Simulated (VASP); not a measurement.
# MgS (F-43m) in VASP: notebook, part 2 of 3

VASP 6.6.1. The steps go on from the part before.

### Step 3. Vibrations by perturbation theory, PBEsol

This run uses another cell than the first one, of 22.74 Å³/atom, 1.250 times its volume.

INCAR

```
SYSTEM = MgS
  PREC = Accurate
  ENCUT = 520
  EDIFF = 1E-8
  ISMEAR = -1
  SIGMA = 0.05
  LREAL = .FALSE.
  LASPH = .TRUE.
  NELM = 60
  ALGO = Normal
  ISIF = 2
  LWAVE = .FALSE.
  LCHARG = .FALSE.
  GGA = PS
  IBRION = 8
  NSW = 1
```

KPOINTS

```
regular mesh
0
G
  8 8 8
  0 0 0
```

POSCAR

```
MgS
1.0
    0.0000000000      2.8331200468      2.8331200468
    2.8331200468      0.0000000000      2.8331200468
    2.8331200468      2.8331200468      0.0000000000
S Mg
1 1
Direct
    0.2500000000      0.2500000000      0.2500000000
    0.0000000000      0.0000000000      0.0000000000
```

Potentials or basis: VASP PAW PBE potentials, release 64 (S, Mg).

Launch:

```sh
cat potpaw_PBE.64/S/POTCAR potpaw_PBE.64/Mg/POTCAR > POTCAR
mpirun -np 1 vasp_std > vasp.out
```

OUTCAR:

```text
SYSTEM = MgS
   PREC = Accurate
   ENCUT = 520
   EDIFF = 1E-8
   ISMEAR = -1
   LREAL = .FALSE.
   LASPH = .TRUE.
   NELM = 60
   ISIF = 2
   GGA = PS
   IBRION = 8
   NSW = 1

 ion  position               nearest neighbor table
   1  0.250  0.250  0.250-   2 2.45   2 2.45   2 2.45   2 2.45
   2  0.000  0.000  0.000-   1 2.45   1 2.45   1 2.45   1 2.45

  LATTYP: Found a face centered cubic cell.
 ALAT       =     5.6662400936

  Lattice vectors:

 A1 = (   0.0000000000,   2.8331200468,   2.8331200468)
 A2 = (   2.8331200468,   0.0000000000,   2.8331200468)
 A3 = (   2.8331200468,   2.8331200468,   0.0000000000)

Analysis of symmetry for initial positions (statically):
=====================================================================
 Subroutine PRICEL returns:
 Original cell was already a primitive cell.

 Routine SETGRP: Setting up the symmetry group for a
 face centered cubic supercell.

 Subroutine GETGRP returns: Found 24 space group operations
 (whereof 24 operations were pure point group operations)
 out of a pool of 48 trial point group operations.

The static configuration has the point symmetry T_d .

Analysis of symmetry for dynamics (positions and initial velocities):
=====================================================================
 Subroutine PRICEL returns:
 Original cell was already a primitive cell.

 Routine SETGRP: Setting up the symmetry group for a
 face centered cubic supercell.

 Subroutine GETGRP returns: Found 24 space group operations
 (whereof 24 operations were pure point group operations)
 out of a pool of 48 trial point group operations.

The dynamic configuration has the point symmetry T_d .

 Subroutine INISYM returns: Found 24 space group operations
 (whereof 24 operations are pure point group operations),
 and found     1 'primitive' translations

----------------------------------------------------------------------------------------

                                     Primitive cell

  volume of cell :      45.4805

  direct lattice vectors                    reciprocal lattice vectors
     0.000000000  2.833120047  2.833120047    -0.176483874  0.176483874  0.176483874
     2.833120047  0.000000000  2.833120047     0.176483874 -0.176483874  0.176483874
     2.833120047  2.833120047  0.000000000     0.176483874  0.176483874 -0.176483874

  length of vectors
     4.006636794  4.006636794  4.006636794     0.305679036  0.305679036  0.305679036

  position of ions in fractional coordinates (direct lattice)
     0.250000000  0.250000000  0.250000000
     0.000000000  0.000000000  0.000000000

  ion indices of the primitive-cell ions
   primitive index   ion index
                 1           1
                 2           2

[... 123 lines left out ...]
 val. band max:        0.9866489127   @ k =   0.0000   0.0000   0.0000
 cond. band min:       4.2715862694   @ k =   0.0000   0.0000   0.0000
 fundamental gap:      3.2849373567
 Fermi energy:         2.0275937838

 k-point     1 :       0.0000    0.0000    0.0000
  band No.  band energies     occupation
      1     -10.2748      2.00000
      2       0.9866      2.00000
      3       0.9866      2.00000
      4       0.9866      2.00000
      5       4.2716      0.00000
      6       8.8535      0.00000
      7       8.8535      0.00000
      8       8.8535      0.00000
[... 243 lines left out ...]
 k-point    24 :      -0.3750    0.2500    0.1250
  band No.  band energies     occupation
      1      -9.4731      2.00000
      2      -1.8300      2.00000
      3      -0.3303      2.00000
      4       0.3301      2.00000
      5       6.9085      0.00000
      6       7.3554      0.00000
      7       9.6251      0.00000
      8       9.7418      0.00000

 [... further k-points ...]
[... 5 lines left out ...]
  --------------------------------------------------------------------------------------
  -------------------------------------------------------------------------------------
  Total       -0.1494133     -0.1494133     -0.1494133     -0.0000000     -0.0000000     -0.0000000
  in kB       -5.2635049     -5.2635049     -5.2635049     -0.0000000     -0.0000000     -0.0000000
  external PRESSURE =      -5.2635049 kB  Pullay stress =       0.0000000 kB

 VOLUME and BASIS-vectors are now :
 -----------------------------------------------------------------------------
  energy-cutoff  :      520.00
  volume of cell :       45.48
      direct lattice vectors                 reciprocal lattice vectors
     0.000000000  2.833120047  2.833120047    -0.176483874  0.176483874  0.176483874
     2.833120047  0.000000000  2.833120047     0.176483874 -0.176483874  0.176483874
     2.833120047  2.833120047  0.000000000     0.176483874  0.176483874 -0.176483874

 POSITION                                       TOTAL-FORCE (eV/Angst)
 -----------------------------------------------------------------------------------
      1.41656      1.41656      1.41656        -0.000000      0.000000     -0.000000
      0.00000      0.00000      0.00000         0.000000     -0.000000      0.000000
 -----------------------------------------------------------------------------------
    total drift:                                0.000000      0.000000      0.000000

  FREE ENERGIE OF THE ION-ELECTRON SYSTEM (eV)
  ---------------------------------------------------
  free  energy   TOTEN  =        -8.9169781316 eV

  energy  without entropy=       -8.9169781315  energy(sigma->0) =       -8.91697813

[... ionic steps 2 to 3 ...]

--------------------------------------- Ionic step        4  -------------------------------------------

------------------------ aborting loop because EDIFF is reached ----------------------------------------

[... ionic steps 5 to 6 ...]

--------------------------------------- Ionic step        7  -------------------------------------------

 Free energy of the ion-electron system (eV)
  ---------------------------------------------------
  ---------------------------------------------------
  free energy    TOTEN  =        -0.00189726 eV

  energy without entropy =       -0.00189726

------------------------ aborting loop because EDIFF is reached ----------------------------------------

 INTERNAL STRAIN TENSOR  FOR ION    2  DIRECTION 1   (eV/Angst):
 -----------------------------------------------------------------------------
    -0.00300  0.00000  0.00000
     0.00000  0.00142  5.84756
     0.00000  5.84756  0.00142

 INTERNAL STRAIN TENSOR FOR ION    2 for displacements in x,y,z  (eV/Angst):
          X           Y           Z          XY          YZ          ZX
  --------------------------------------------------------------------------------
  x    -0.00000     0.00000     0.00000     0.00000     5.84756     0.00000
  y    -0.00000    -0.00000    -0.00000     0.00000     0.00000     5.84756
  z     0.00000     0.00000    -0.00000     5.84756     0.00000     0.00000

 SECOND DERIVATIVES (NOT SYMMETRIZED)
 ------------------------------------
               1X          1Y          1Z          2X          2Y          2Z
  1X    -5.500290    0.000000    0.000000    5.500290    0.000000    0.000000
  1Y     0.000000   -5.500290    0.000000    0.000000    5.500290    0.000000
  1Z     0.000000    0.000000   -5.500290    0.000000    0.000000    5.500290
  2X     5.494667    0.000000    0.000000   -5.494667    0.000000    0.000000
  2Y     0.000000    5.494667    0.000000    0.000000   -5.494667    0.000000
  2Z     0.000000    0.000000    5.494667    0.000000    0.000000   -5.494667

 Eigenvectors and eigenvalues of the dynamical matrix
 ----------------------------------------------------

   1 f  =    9.857683 THz    61.937652 2PiTHz  328.816927 cm-1    40.768085 meV
             X         Y         Z           dx          dy          dz
      1.416560  1.416560  1.416560     0.464442   -0.464442   -0.000000
      0.000000  0.000000  0.000000    -0.533192    0.533192   -0.000000
[... 21 lines left out ...]
   6 f/i=    0.002497 THz     0.015688 2PiTHz    0.083284 cm-1     0.010326 meV
             X         Y         Z           dx          dy          dz
      1.416560  1.416560  1.416560    -0.184953    0.584779   -0.438649
      0.000000  0.000000  0.000000    -0.161105    0.509377   -0.382090

--------------------------------------------------------------------------------------------------------

 ELASTIC MODULI CONTR FROM IONIC RELAXATION (kBar)
 Direction    XX          YY          ZZ          XY          YZ          ZX
 --------------------------------------------------------------------------------
 XX          -0.0000     -0.0000      0.0000     -0.0000      0.0000      0.0000
 YY          -0.0000     -0.0000     -0.0000     -0.0000     -0.0000      0.0000
 ZZ           0.0000     -0.0000     -0.0000      0.0000     -0.0000      0.0000
 XY          -0.0000     -0.0000      0.0000   -222.4505      0.0000      0.0000
 YZ           0.0000     -0.0000     -0.0000      0.0000   -222.4505      0.0000
 ZX           0.0000      0.0000      0.0000      0.0000      0.0000   -222.4505
 --------------------------------------------------------------------------------
```

It took 2.1 min on 1 thread of Intel Xeon Platinum 8259CL at 2.50GHz (Skylake/Cascade Lake), shared host; peak memory 0.25 GiB.

Results:

| Quantity | Value |
| --- | --- |
| Highest phonon frequency at Γ, LO-TO splitting left out | 329 cm⁻¹ |

Phonon frequencies in cm⁻¹ (negative: imaginary):
| q point | frequencies |
| --- | --- |
| (0.000, 0.000, 0.000) | 0 0 0 329 329 329 |

Caveat: the PAW data sets were made with another functional, which shifts forces and pressure a little.

### Step 4. Dielectric tensor, PBEsol

This run uses another cell than the first one, of 22.74 Å³/atom, 1.250 times its volume.

INCAR

```
ALGO = Normal ; EDIFF = 1E-8
ENCUT = 520 ; GGA = PS
ISIF = 2 ; ISMEAR = 0
LASPH = T ; LCHARG = F
LEPSILON = T ; LREAL = F
LWAVE = F ; NELM = 100
PREC = Accurate ; SIGMA = 0.01
```

KPOINTS

```
k-points
0
Gamma
  8 8 8
```

POSCAR is that of step 3.

Potentials or basis: VASP PAW PBE potentials, release 64 (S, Mg).

Launch:

```sh
cat potpaw_PBE.64/S/POTCAR potpaw_PBE.64/Mg/POTCAR > POTCAR
mpirun -np 1 vasp_std > vasp.out
```

OUTCAR:

```text
EDIFF = 1E-8
   ENCUT = 520
   GGA = PS
   ISIF = 2
   ISMEAR = 0
   LASPH = T
   LEPSILON = T
   LREAL = F
   NELM = 100
   PREC = Accurate

 ion  position               nearest neighbor table
   1  0.250  0.250  0.250-   2 2.45   2 2.45   2 2.45   2 2.45
   2  0.000  0.000  0.000-   1 2.45   1 2.45   1 2.45   1 2.45

  LATTYP: Found a face centered cubic cell.
 ALAT       =     5.6662400936

  Lattice vectors:

 A1 = (   0.0000000000,   2.8331200468,   2.8331200468)
 A2 = (   2.8331200468,   0.0000000000,   2.8331200468)
 A3 = (   2.8331200468,   2.8331200468,   0.0000000000)
[... 509 lines left out ...]

 PIEZOELECTRIC TENSOR FIELD DIRECTION 3  (C/m^2)
 -----------------------------------------------------------------------------
    -0.00019 -0.40070  0.00000
    -0.40070 -0.00019  0.00000
     0.00000  0.00000  0.00001

 MACROSCOPIC STATIC DIELECTRIC TENSOR (including local field effects in DFT)
 ------------------------------------------------------
           4.123069    -0.000000     0.000000
          -0.000000     4.123069     0.000000
           0.000000     0.000000     4.123069
 ------------------------------------------------------

 PIEZOELECTRIC TENSOR (including local field effects)  for field in x, y, z        (e  Angst)
          XX          YY          ZZ          XY          YZ          ZX
  --------------------------------------------------------------------------------
  x     0.00000     0.00000    -0.00000    -0.00000    -1.13891     0.00000
  y     0.00000     0.00000    -0.00000    -0.00000     0.00000    -1.13891
  z    -0.00000     0.00000     0.00000    -1.13891    -0.00000     0.00000

 PIEZOELECTRIC TENSOR (including local field effects)  for field in x, y, z        (C/m^2)
          XX          YY          ZZ          XY          YZ          ZX
  --------------------------------------------------------------------------------
  x     0.00000     0.00000    -0.00000    -0.00000    -0.40121     0.00000
  y     0.00000     0.00000    -0.00000    -0.00000     0.00000    -0.40121
  z    -0.00000     0.00000     0.00000    -0.40121    -0.00000     0.00000

 BORN EFFECTIVE CHARGES (including local field effects) (in |e|, cummulative output)
 ---------------------------------------------------------------------------------
 ion    1
    1    -1.89520     0.00000     0.00000
    2     0.00000    -1.89520     0.00000
    3     0.00000     0.00000    -1.89520
 ion    2
    1     1.89520     0.00000     0.00000
    2     0.00000     1.89520     0.00000
    3     0.00000    -0.00000     1.89520
```

Wall time 3.2 min (1 thread of Intel Xeon Platinum 8259CL at 2.50GHz (Skylake/Cascade Lake), shared host); peak memory 0.25 GiB.

What came out:

```
Band gap on the k mesh                  : 3.29 eV, direct
Electronic dielectric tensor (diagonal) : 4.12
Born charges (mean of the diagonal)     : S -1.90; Mg +1.90 e
```

Electronic dielectric tensor:
```
4.12 0.00 0.00
0.00 4.12 0.00
0.00 0.00 4.12
```

Born effective charge tensors (e):
atom 1, S
```
-1.90  0.00  0.00
 0.00 -1.90  0.00
 0.00  0.00 -1.90
```
atom 2, Mg
```
1.90 0.00 0.00
0.00 1.90 0.00
0.00 0.00 1.90
```

Caveat: the PAW data sets were made with another functional, which shifts forces and pressure a little. A k mesh can miss the band edges.

(Continued in part 3 of 3.)
